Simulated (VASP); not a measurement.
# ZnS (I-4m2) in VASP: single point with HSE06

Aim: the single point of ZnS with HSE06.

Program: VASP 6.6.1. These are calculated values, not measurements. Logs are shortened: lines on timing, memory, paths and dates and some standing lists are left out, and cuts for length are marked.

### Step 1. The cell of the first run

It takes space group I-4m2 (No. 119, tetragonal). The conventional cell has a = 3.810 Å, b = 3.810 Å, c = 5.550 Å, α = 90.00°, β = 90.00°, γ = 90.00°. Within 3.1 Å of Zn (site symmetry -4m2) lie 4 S at 2.36 Å. S (site symmetry -4m2) has 4 Zn at 2.36 Å within 3.1 Å.

### Step 2. Single point, HSE06 (uniaxial z strain +3.0%)

Input file POSCAR:

```
ZnS
1.0
    0.0000000000      2.6940858315      2.7749084065
    2.6940858315      0.0000000000      2.7749084065
    2.6940858315      2.6940858315      0.0000000000
Zn S
1 1
Direct
    0.0000000000      0.0000000000      0.0000000000
    0.2500000000      0.2500000000      0.2500000000
```

Input file INCAR.step1:

```
SYSTEM = ZnS
ALGO = Normal
EDIFF = 1E-5
ENCUT = 520
GGA = PE
ISIF = 2
ISMEAR = 0
LASPH = .True.
LCHARG = .False.
LREAL = .False.
LWAVE = .True.
NBANDS = 16
NELM = 60
PREC = Accurate
SIGMA = 0.01
```

Input file INCAR.step2:

```
SYSTEM = ZnS
ALGO = Normal
EDIFF = 1E-6
ENCUT = 520
GGA = PE
HFSCREEN = 0.2079
ISIF = 2
ISMEAR = 0
ISTART = 1
LASPH = .True.
LCHARG = .False.
LHFCALC = .True.
LREAL = .False.
LWAVE = .False.
NBANDS = 16
NELM = 60
PREC = Accurate
PRECFOCK = Normal
SIGMA = 0.01
```

Input file KPOINTS:

```
k-points
0
Gamma
  6 6 6
  0 0 0
```

Potentials or basis: VASP PAW PBE potentials, release 64 (Zn, S).

The run is started by

```console
> cat potpaw_PBE.64/Zn/POTCAR potpaw_PBE.64/S/POTCAR > POTCAR
> cp INCAR.step1 INCAR
> mpirun -np 1 vasp_std > vasp.out
> cp INCAR.step2 INCAR
> mpirun -np 1 vasp_std > vasp.out
```

OUTCAR:

```text
SYSTEM = ZnS
   EDIFF = 1E-6
   ENCUT = 520
   GGA = PE
   HFSCREEN = 0.2079
   ISIF = 2
   ISMEAR = 0
   ISTART = 1
   LASPH = .True.
   LHFCALC = .True.
   LREAL = .False.
   NELM = 60
   PREC = Accurate
   PRECFOCK = Normal

 ion  position               nearest neighbor table
   1  0.000  0.000  0.000-   2 2.36   2 2.36   2 2.36   2 2.36
   2  0.250  0.250  0.250-   1 2.36   1 2.36   1 2.36   1 2.36

  LATTYP: Found a body centered tetragonal cell.
 ALAT       =     3.8100127211
 C/A-ratio  =     1.4566399693

  Lattice vectors:

 A1 = (  -2.6940858315,   0.0000000000,   2.7749084065)
 A2 = (   2.6940858315,   0.0000000000,   2.7749084065)
 A3 = (   0.0000000000,   2.6940858315,  -2.7749084065)

Analysis of symmetry for initial positions (statically):
=====================================================================
 Subroutine PRICEL returns:
 Original cell was already a primitive cell.

 Routine SETGRP: Setting up the symmetry group for a
 body centered tetragonal supercell.

 Subroutine GETGRP returns: Found  8 space group operations
 (whereof  8 operations were pure point group operations)
 out of a pool of 16 trial point group operations.

The static configuration has the point symmetry D_2d.

Analysis of symmetry for dynamics (positions and initial velocities):
=====================================================================
 Subroutine PRICEL returns:
 Original cell was already a primitive cell.

 Routine SETGRP: Setting up the symmetry group for a
 body centered tetragonal supercell.

 Subroutine GETGRP returns: Found  8 space group operations
 (whereof  8 operations were pure point group operations)
 out of a pool of 16 trial point group operations.

The dynamic configuration has the point symmetry D_2d.

 Subroutine INISYM returns: Found  8 space group operations
 (whereof  8 operations are pure point group operations),
 and found     1 'primitive' translations

----------------------------------------------------------------------------------------

                                     Primitive cell

  volume of cell :      40.2811

  direct lattice vectors                    reciprocal lattice vectors
     0.000000000  2.694085831  2.774908406    -0.185591711  0.185591711  0.180186128
     2.694085831  0.000000000  2.774908406     0.185591711 -0.185591711  0.180186128
     2.694085831  2.694085831  0.000000000     0.185591711  0.185591711 -0.180186128

  length of vectors
     3.867585181  3.867585181  3.810012721     0.318363954  0.318363954  0.318363954

  position of ions in fractional coordinates (direct lattice)
     0.000000000  0.000000000  0.000000000
     0.250000000  0.250000000  0.250000000

  ion indices of the primitive-cell ions
   primitive index   ion index
                 1           1
                 2           2

----------------------------------------------------------------------------------------

 KPOINTS: k-points

Automatic generation of k-mesh.
 Grid dimensions read from file:
 generate k-points for:    6    6    6

 Generating k-lattice:

  Cartesian coordinates                     Fractional coordinates (reciprocal lattice)
    -0.030931952  0.030931952  0.030031021     0.166666667 -0.000000000  0.000000000
     0.030931952 -0.030931952  0.030031021    -0.000000000  0.166666667  0.000000000
     0.030931952  0.030931952 -0.030031021     0.000000000  0.000000000  0.166666667

  Length of vectors
     0.053060659  0.053060659  0.053060659

  Shift w.r.t. Gamma in fractional coordinates (k-lattice)
     0.000000000  0.000000000  0.000000000

 Subroutine IBZKPT returns following result:
 ===========================================

 Found     30 irreducible k-points:

 Following reciprocal coordinates:
            Coordinates               Weight
  0.000000  0.000000  0.000000      1.000000
  0.166667  0.000000  0.000000      8.000000
  0.333333  0.000000  0.000000      8.000000
  0.500000  0.000000  0.000000      4.000000
  0.166667  0.166667  0.000000      2.000000
  0.333333  0.166667  0.000000      8.000000
[... 16 lines left out ...]
  0.333333  0.000000  0.333333      4.000000
  0.500000 -0.000000  0.333333     16.000000
 [... further k-points ...]
   k-points           NKPTS =     30   k-points in BZ     NKDIM =    216   number of bands    NBANDS=     16
   number of dos      NEDOS =    301   number of ions     NIONS =      2
   total plane-waves  NPLWV =  25200
   dimension x,y,z NGX =    30 NGY =   30 NGZ =   28
   dimension x,y,z NGXF=    60 NGYF=   60 NGZF=   56
   ions per type =               1   1
   NGX,Y,Z   is equivalent  to a cutoff of  12.90, 12.90, 12.22 a.u.
   NGXF,Y,Z  is equivalent  to a cutoff of  25.79, 25.79, 24.44 a.u.
 SYSTEM =  ZnS
   PREC   = accura    normal or accurate (medium, high low for compatibility)
   ISTART =      1    job   : 0-new  1-cont  2-samecut
   ICHARG =      0    charge: 1-file 2-atom 10-const
   ISPIN  =      1    spin polarized calculation?
   LNONCOLLINEAR =      F non collinear calculations
   LSORBIT =      F    spin-orbit coupling
   LASPH  =      T    aspherical Exc in radial PAW
   ENCUT  =  520.0 eV  38.22 Ry    6.18 a.u.   7.19  7.19  7.08*2*pi/ulx,y,z
   NELM   =     60;   NELMIN=  2; NELMDL=  0     # of ELM steps
   EDIFF  = 0.1E-05   stopping-criterion for ELM
   LREAL  =      F    real-space projection
   EDIFFG = 0.1E-04   stopping-criterion for IOM
   NSW    =      0    number of steps for IOM
   IBRION =     -1    ionic relax: 0-MD 1-quasi-New 2-CG
   NFREE  =      0    steps in history (QN), initial steepest desc. (CG)
   ISIF   =      2    stress and relaxation
   ISYM   =      3    0-nonsym 1-usesym 2-fastsym
   POTIM  = 0.5000    time-step for ionic-motion
   TEBEG  =    0.0;   TEEND  =   0.0 temperature during run
   PSTRESS=    0.0 pullay stress
   NELECT =      18.0000    total number of electrons
   NUPDOWN=      -1.0000    fix difference up-down
   EMIN   =  10.00;   EMAX   =-10.00  energy-range for DOS
   EFERMI =   0.00;   METHOD = LEGACY
   ISMEAR =     0;   SIGMA  =   0.01  broadening in eV -4-tet -1-fermi 0-gaus
   EFERMI_NEDOS =   21; number of points for ismear=-14 and -15
   IALGO  =     38    algorithm
   IMIX   =      1    mixing-type and parameters
     AMIX     =   0.40;   BMIX     =  1.00
     AMIX_MAG =   1.60;   BMIX_MAG =  1.00
  volume/ion in A,a.u.               =      20.14       135.92
  Fermi-wavevector in a.u.,A,eV,Ry     =   1.251599  2.365179 21.313523  1.566500
  Thomas-Fermi vector in A             =   2.385539
   LORBIT       =      0    0 simple, 1 ext, 2 COOP (PROOUT), +10 PAW based schemes
   GGA     = PE    functional components
   LHFCALC =     T    Hartree Fock is set to
   PRECFOCK=normal    Normal, Fast or Accurate (Low or Medium for compatibility)
   ENCUT4O =  -1.0   cutoff for four orbital integrals eV
   NKREDX  =     1    reduce k-point grid by
   NKREDY  =     1    reduce k-point grid by
   NKREDZ  =     1    reduce k-point grid by
   AEXX    =    0.2500 exact exchange contribution
   HFSCREEN=    0.2079 screening length (either q_TF or 0.3 A-1)
   HFSCREENC=   0.2079 screening length for correlation (either q_TF or 0.3 A-1)
   ENCUTFOCK=  -1.0 apply spherical cutoff to Coloumb kernel
   IVDW    =     0    specifies the selected vdW correction
   LEPSILON=     F    determine dielectric tensor
   LRPA    =     F    only Hartree local field effects (RPA)
 non-spin polarized calculation
 Gauss-broadening in eV      SIGMA  =   0.01
  energy-cutoff  :      520.00
  volume of cell :       40.28
 maximum number of plane-waves:      1096
 NGX is ok and might be reduce to    30
  NGX = 24; NGY = 24; NGZ = 24

 number of electron      18.0000000 magnetization

 Free energy of the ion-electron system (eV)
  ---------------------------------------------------
  ext. energy  EPLUGINS =         0.00000000
  ---------------------------------------------------
  free energy    TOTEN  =        -8.36989940 eV

  energy without entropy =       -8.36989940  energy(sigma->0) =       -8.36989940

 E-fermi :   1.3777     XC(G=0):  -7.8965

 val. band max:        1.2332999925   @ k =   0.0000   0.0000   0.0000
 cond. band min:       4.4186990029   @ k =   0.0000   0.0000   0.0000
 fundamental gap:      3.1853990104
 Fermi energy:         1.3777080900

 k-point     1 :       0.0000    0.0000    0.0000
  band No.  band energies     occupation
      1     -12.9750      2.00000
      2      -6.5931      2.00000
      3      -6.5781      2.00000
      4      -6.5781      2.00000
      5      -6.1651      2.00000
      6      -6.1601      2.00000
[... 8 lines left out ...]
     15      14.4745      0.00000
     16      14.6163      0.00000

 k-point     2 :       0.1667    0.0000    0.0000
  band No.  band energies     occupation
      1     -12.7647      2.00000
      2      -6.5602      2.00000
      3      -6.5462      2.00000
      4      -6.5404      2.00000
      5      -6.1651      2.00000
      6      -6.1632      2.00000
[... 8 lines left out ...]
     15      13.6615      0.00000
     16      15.2218      0.00000

 k-point     3 :       0.3333    0.0000    0.0000
  band No.  band energies     occupation
      1     -12.2939      2.00000
      2      -6.5078      2.00000
      3      -6.4920      2.00000
      4      -6.3126      2.00000
      5      -6.1568      2.00000
      6      -6.1495      2.00000
[... 8 lines left out ...]
     15      14.1533      0.00000
     16      14.4397      0.00000

 k-point     4 :       0.5000    0.0000    0.0000
  band No.  band energies     occupation
      1     -12.0265      2.00000
      2      -6.4901      2.00000
      3      -6.4719      2.00000
      4      -6.1449      2.00000
      5      -6.1340      2.00000
      6      -5.9372      2.00000
[... 8 lines left out ...]
     15      16.0182      0.00000
     16      16.2368      0.00000
[... 324 lines left out ...]
 k-point    22 :      -0.3333    0.5000    0.1667
  band No.  band energies     occupation
      1     -11.7307      2.00000
      2      -6.4285      2.00000
      3      -6.3404      2.00000
      4      -6.2383      2.00000
      5      -6.1433      2.00000
      6      -5.7983      2.00000
[... 8 lines left out ...]
     15      16.6532      0.00000
     16      17.4545      0.00000

 k-point    23 :       0.3333    0.0000    0.3333
  band No.  band energies     occupation
      1     -12.0538      2.00000
      2      -6.4939      2.00000
      3      -6.3921      2.00000
      4      -6.3679      2.00000
      5      -6.1362      2.00000
      6      -6.1102      2.00000
[... 8 lines left out ...]
     15      15.6173      0.00000
     16      19.6343      0.00000

 k-point    24 :       0.5000   -0.0000    0.3333
  band No.  band energies     occupation
      1     -11.7867      2.00000
      2      -6.4545      2.00000
      3      -6.3421      2.00000
      4      -6.2984      2.00000
      5      -6.1151      2.00000
      6      -5.9085      2.00000
[... 8 lines left out ...]
     15      16.3345      0.00000
     16      17.7018      0.00000

 [... further k-points ...]

------------------------ aborting loop because EDIFF is reached ----------------------------------------

  FORCE on cell =-STRESS in cart. coord.  units (eV):
  Direction    XX          YY          ZZ          XY          YZ          ZX
  --------------------------------------------------------------------------------------
  -------------------------------------------------------------------------------------
  Total       -0.0608957     -0.0608957     -0.3974595      0.0000000     -0.0000000      0.0000000
  in kB       -2.4221199     -2.4221199    -15.8089118      0.0000000     -0.0000000      0.0000000
  external PRESSURE =      -6.8843839 kB  Pullay stress =       0.0000000 kB

 VOLUME and BASIS-vectors are now :
 -----------------------------------------------------------------------------
  energy-cutoff  :      520.00
  volume of cell :       40.28
      direct lattice vectors                 reciprocal lattice vectors
     0.000000000  2.694085831  2.774908406    -0.185591711  0.185591711  0.180186128
     2.694085831  0.000000000  2.774908406     0.185591711 -0.185591711  0.180186128
     2.694085831  2.694085831  0.000000000     0.185591711  0.185591711 -0.180186128

 POSITION                                       TOTAL-FORCE (eV/Angst)
 -----------------------------------------------------------------------------------
      0.00000      0.00000      0.00000        -0.000000     -0.000000     -0.000000
      1.34704      1.34704      1.38745         0.000000      0.000000      0.000000
 -----------------------------------------------------------------------------------
    total drift:                                0.000001      0.000004      0.000028

  FREE ENERGIE OF THE ION-ELECTRON SYSTEM (eV)
  ---------------------------------------------------
  free  energy   TOTEN  =        -8.3698994017 eV

  energy  without entropy=       -8.3698994017  energy(sigma->0) =       -8.36989940
```

Run time: 1.5 h. Hardware: 1 thread of Oxide Virtual Turin-like, shared host; peak memory 0.26 GiB.

What came out:

| Item | Value |
| --- | --- |
| Free energy | -8.3699 eV |
| Pressure | -0.7 GPa |
| Band gap on the k mesh | 3.19 eV |

Stress tensor (GPa, compression positive):
```
-0.24  0.00  0.00
 0.00 -0.24  0.00
 0.00  0.00 -1.58
```

Levels at points of the mesh, in eV from the valence-band top:
```
           k point  band 6  band 7  band 8  band 9  band 10  band 11  band 12  band 13
(0.00, 0.00, 0.00)   -7.39   -0.11    0.00    0.00     3.19     7.65     7.66     7.66
(0.50, 0.00, 0.00)   -7.17   -5.49   -1.01   -0.83     4.44     8.03     8.29    10.10
(0.50, 0.50, 0.00)   -7.16   -5.05   -2.19   -2.19     4.49     5.41    12.12    13.55
(0.50, 0.00, 0.50)   -7.12   -4.86   -2.39   -2.32     4.34     5.12    12.45    13.30
```

Caveat: the cell differs from its parent crystal (uniaxial z strain +3.0%); the PAW data sets were made with another functional, which shifts forces and pressure a little.
